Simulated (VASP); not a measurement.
# SiBr5 (P-43m) in VASP: a series of runs

The runs below take SiBr5 through single point, relaxation of cell and atoms, with PBE.

Everything below comes from runs of VASP 6.6.1. Logs are shortened: lines on timing, memory, paths and dates and some standing lists are left out, and cuts for length are marked.

**1. The cell of the first run**

Symmetry: P-43m, No. 215, cubic system. Conventional cell: a = 6.236 Å, b = 6.236 Å, c = 6.236 Å, α = 90.00°, β = 90.00°, γ = 90.00°. Si (site symmetry -43m) has 4 Br at 2.23 Å within 2.9 Å. Br (site symmetry 3m) has 1 Si at 2.23 Å within 2.9 Å. Within 4.2 Å of Br (site symmetry -43m) lie 4 Br at 3.17 Å.

**2. Single point, PBE**

Contents of INCAR:

```
SYSTEM = SiBr5
PREC = Accurate
ENCUT = 520
EDIFF = 1E-6
ISMEAR = 0
SIGMA = 0.2
LREAL = .FALSE.
LASPH = .TRUE.
NELM = 100
ALGO = Normal
ISIF = 2
LWAVE = .FALSE.
LCHARG = .FALSE.
GGA = PE
NBANDS = 28
```

Contents of KPOINTS:

```
Automatic mesh
0
G
  3 3 3
  0 0 0
```

Contents of POSCAR:

```
SiBr5
1.0
    6.2358554485      0.0000000000      0.0000000000
    0.0000000000      6.2358554485      0.0000000000
    0.0000000000      0.0000000000      6.2358554485
Si Br
1 5
Direct
    0.0000000000      0.0000000000      0.0000000000
    0.7937605445      0.7937605445      0.2062394555
    0.7937605445      0.2062394555      0.7937605445
    0.2062394555      0.7937605445      0.7937605445
    0.2062394555      0.2062394555      0.2062394555
    0.5000000000      0.5000000000      0.5000000000
```

Potentials or basis: VASP PAW PBE potentials, release 64 (Si, Br).

Started as:

```sh
cat potpaw_PBE.64/Si/POTCAR potpaw_PBE.64/Br/POTCAR > POTCAR
mpirun -np 1 vasp_std > vasp.out
```

OUTCAR:

```text
SYSTEM = SiBr5
   PREC = Accurate
   ENCUT = 520
   EDIFF = 1E-6
   ISMEAR = 0
   LREAL = .FALSE.
   LASPH = .TRUE.
   NELM = 100
   ISIF = 2
   GGA = PE

 ion  position               nearest neighbor table
   1  0.000  0.000  0.000-   2 2.23   3 2.23   4 2.23   5 2.23
   2  0.794  0.794  0.206-   1 2.23
   3  0.794  0.206  0.794-   1 2.23
   4  0.206  0.794  0.794-   1 2.23
   5  0.206  0.206  0.206-   1 2.23
   6  0.500  0.500  0.500-

  LATTYP: Found a simple cubic cell.
 ALAT       =     6.2358554485

  Lattice vectors:

 A1 = (   6.2358554485,   0.0000000000,   0.0000000000)
 A2 = (   0.0000000000,   6.2358554485,   0.0000000000)
 A3 = (   0.0000000000,   0.0000000000,   6.2358554485)

Analysis of symmetry for initial positions (statically):
=====================================================================
 Subroutine PRICEL returns:
 Original cell was already a primitive cell.

 Routine SETGRP: Setting up the symmetry group for a
 simple cubic supercell.

 Subroutine GETGRP returns: Found 24 space group operations
 (whereof 24 operations were pure point group operations)
 out of a pool of 48 trial point group operations.

The static configuration has the point symmetry T_d .

Analysis of symmetry for dynamics (positions and initial velocities):
=====================================================================
 Subroutine PRICEL returns:
 Original cell was already a primitive cell.

 Routine SETGRP: Setting up the symmetry group for a
 simple cubic supercell.

 Subroutine GETGRP returns: Found 24 space group operations
 (whereof 24 operations were pure point group operations)
 out of a pool of 48 trial point group operations.

The dynamic configuration has the point symmetry T_d .

 Subroutine INISYM returns: Found 24 space group operations
 (whereof 24 operations are pure point group operations),
 and found     1 'primitive' translations

----------------------------------------------------------------------------------------

                                     Primitive cell

  volume of cell :     242.4868

  direct lattice vectors                    reciprocal lattice vectors
     6.235855448  0.000000000  0.000000000     0.160362922  0.000000000  0.000000000
     0.000000000  6.235855448  0.000000000     0.000000000  0.160362922  0.000000000
     0.000000000  0.000000000  6.235855448     0.000000000  0.000000000  0.160362922
[... 72 lines left out ...]
   LREAL  =      F    real-space projection
   EDIFFG = 0.1E-04   stopping-criterion for IOM
   NSW    =      0    number of steps for IOM
   IBRION =     -1    ionic relax: 0-MD 1-quasi-New 2-CG
   NFREE  =      0    steps in history (QN), initial steepest desc. (CG)
   ISIF   =      2    stress and relaxation
   ISYM   =      2    0-nonsym 1-usesym 2-fastsym
   POTIM  = 0.5000    time-step for ionic-motion
   TEBEG  =    0.0;   TEEND  =   0.0 temperature during run
   PSTRESS=    0.0 pullay stress
   NELECT =      39.0000    total number of electrons
   NUPDOWN=      -1.0000    fix difference up-down
   EMIN   =  10.00;   EMAX   =-10.00  energy-range for DOS
   EFERMI =   0.00;   METHOD = LEGACY
   ISMEAR =     0;   SIGMA  =   0.20  broadening in eV -4-tet -1-fermi 0-gaus
   EFERMI_NEDOS =   21; number of points for ismear=-14 and -15
   IALGO  =     38    algorithm
   IMIX   =      4    mixing-type and parameters
     AMIX     =   0.40;   BMIX     =  1.00
     AMIX_MAG =   1.60;   BMIX_MAG =  1.00
  volume/ion in A,a.u.               =      40.41       272.73
  Fermi-wavevector in a.u.,A,eV,Ry     =   0.890294  1.682413 10.784307  0.792624
  Thomas-Fermi vector in A             =   2.011966
   LORBIT       =      0    0 simple, 1 ext, 2 COOP (PROOUT), +10 PAW based schemes
   GGA     = PE    functional components
   LHFCALC =     F    Hartree Fock is set to
   AEXX    =    0.0000 exact exchange contribution
   IVDW    =     0    specifies the selected vdW correction
   LEPSILON=     F    determine dielectric tensor
   LRPA    =     F    only Hartree local field effects (RPA)
 non-spin polarized calculation
 Gauss-broadening in eV      SIGMA  =   0.20
  energy-cutoff  :      520.00
  volume of cell :      242.49
 maximum number of plane-waves:      6619
 NGX is ok and might be reduce to    48
   NGX = 23   NGY = 23   NGZ = 23

 number of electron      39.0000004 magnetization

 Free energy of the ion-electron system (eV)
  ---------------------------------------------------
  ext. energy  EPLUGINS =         0.00000000
  ---------------------------------------------------
  free energy    TOTEN  =       -16.53356325 eV

  energy without entropy =      -16.36294514  energy(sigma->0) =      -16.44825419

 E-fermi :  -1.7391     XC(G=0):  -6.8293

 val. band max:       -1.8005037883   @ k =   0.3333   0.3333   0.0000
 cond. band min:       2.0997669630   @ k =   0.0000   0.0000   0.0000
 fundamental gap:      3.9002707513
 Fermi energy:        -1.7391450673

 k-point     1 :       0.0000    0.0000    0.0000
  band No.  band energies     occupation
      1     -16.3656      2.00000
      2     -15.4396      2.00000
      3     -15.4396      2.00000
      4     -15.4396      2.00000
      5     -14.5550      2.00000
      6      -8.3956      2.00000
[... 113 lines left out ...]
     27       6.3702      0.00000
     28       7.0639      0.00000

------------------------ aborting loop because EDIFF is reached ----------------------------------------

  FORCE on cell =-STRESS in cart. coord.  units (eV):
  Direction    XX          YY          ZZ          XY          YZ          ZX
  --------------------------------------------------------------------------------------
  -------------------------------------------------------------------------------------
  Total        0.8383478      0.8383478      0.8383478      0.0000000      0.0000000      0.0000000
  in kB        5.5391957      5.5391957      5.5391957      0.0000000      0.0000000      0.0000000
  external PRESSURE =       5.5391957 kB  Pullay stress =       0.0000000 kB

 VOLUME and BASIS-vectors are now :
 -----------------------------------------------------------------------------
  energy-cutoff  :      520.00
  volume of cell :      242.49
      direct lattice vectors                 reciprocal lattice vectors
     6.235855448  0.000000000  0.000000000     0.160362922  0.000000000  0.000000000
     0.000000000  6.235855448  0.000000000     0.000000000  0.160362922  0.000000000
     0.000000000  0.000000000  6.235855448     0.000000000  0.000000000  0.160362922

 POSITION                                       TOTAL-FORCE (eV/Angst)
 -----------------------------------------------------------------------------------
      0.00000      0.00000      0.00000        -0.000000      0.000000      0.000000
      4.94978      4.94978      1.28608         0.047483      0.047483     -0.047483
      4.94978      1.28608      4.94978         0.047483     -0.047483      0.047483
      1.28608      4.94978      4.94978        -0.047483      0.047483      0.047483
      1.28608      1.28608      1.28608        -0.047483     -0.047483     -0.047483
      3.11793      3.11793      3.11793        -0.000000     -0.000000     -0.000000
 -----------------------------------------------------------------------------------
    total drift:                                0.000000      0.000000      0.000000

  FREE ENERGIE OF THE ION-ELECTRON SYSTEM (eV)
  ---------------------------------------------------
  free  energy   TOTEN  =       -16.5335632465 eV

  energy  without entropy=      -16.3629451414  energy(sigma->0) =      -16.44825419
```

OSZICAR:

```text
N       E                     dE             d eps       ncg     rms          rms(c)
DAV:   1     0.271347785817E+03    0.27135E+03   -0.14892E+04   224   0.110E+03
DAV:   2     0.107511049779E+02   -0.26060E+03   -0.25349E+03   300   0.203E+02
DAV:   3    -0.163651538350E+02   -0.27116E+02   -0.26852E+02   284   0.725E+01
DAV:   4    -0.167323097296E+02   -0.36716E+00   -0.36675E+00   268   0.100E+01
DAV:   5    -0.167368420031E+02   -0.45323E-02   -0.45318E-02   292   0.116E+00    0.114E+01
DAV:   6    -0.165565142869E+02    0.18033E+00   -0.23711E-01   268   0.202E+00    0.716E+00
DAV:   7    -0.165365062373E+02    0.20008E-01   -0.21164E-01   284   0.196E+00    0.624E-01
DAV:   8    -0.165330133648E+02    0.34929E-02   -0.19188E-02   248   0.641E-01    0.489E-01
DAV:   9    -0.165335523143E+02   -0.53895E-03   -0.20495E-03   256   0.226E-01    0.140E-01
DAV:  10    -0.165335277798E+02    0.24534E-04   -0.12104E-04   288   0.567E-02    0.452E-02
DAV:  11    -0.165335608190E+02   -0.33039E-04   -0.30979E-05   272   0.317E-02    0.970E-03
DAV:  12    -0.165335623565E+02   -0.15375E-05   -0.88108E-07   232   0.581E-03    0.606E-03
DAV:  13    -0.165335632465E+02   -0.88995E-06   -0.97633E-07   192   0.584E-03
   1 F= -.16533563E+02 E0= -.16448254E+02  d E =-.170618E+00
```

stdout:

```text
POSCAR found type information on POSCAR SiBr
 POSCAR found :  2 types and       6 ions
 scaLAPACK will be used
 LDA part: xc-table for (Slater+PW92), standard interpolation
 POSCAR, INCAR and KPOINTS ok, starting setup
 FFT: planning ... GRIDC
 FFT: planning ... GRID_SOFT
 FFT: planning ... GRID
 WAVECAR not read
 entering main loop
```

Run time: 100 s. Hardware: 1 thread of Intel Xeon 8259CL, shared host; peak memory 0.31 GiB.

What came out:

| Item | Value |
| --- | --- |
| Free energy | -16.5336 eV |
| Pressure | 0.6 GPa |
| Largest force | 0.082 eV/Å |
| Band gap on the k mesh | zero (an odd number of electrons rules out a gap without spin polarisation) |

Forces in eV/Å, atoms in the order of the input:
```
Si   0.000  0.000  0.000
Br   0.047  0.047 -0.047
Br   0.047 -0.047  0.047
Br  -0.047  0.047  0.047
Br  -0.047 -0.047 -0.047
Br   0.000  0.000  0.000
```

Caveat: an odd number of electrons without spin polarisation forces a metal; a magnetic or distorted state may lie lower.

(Part 1 of 2 ends here.)
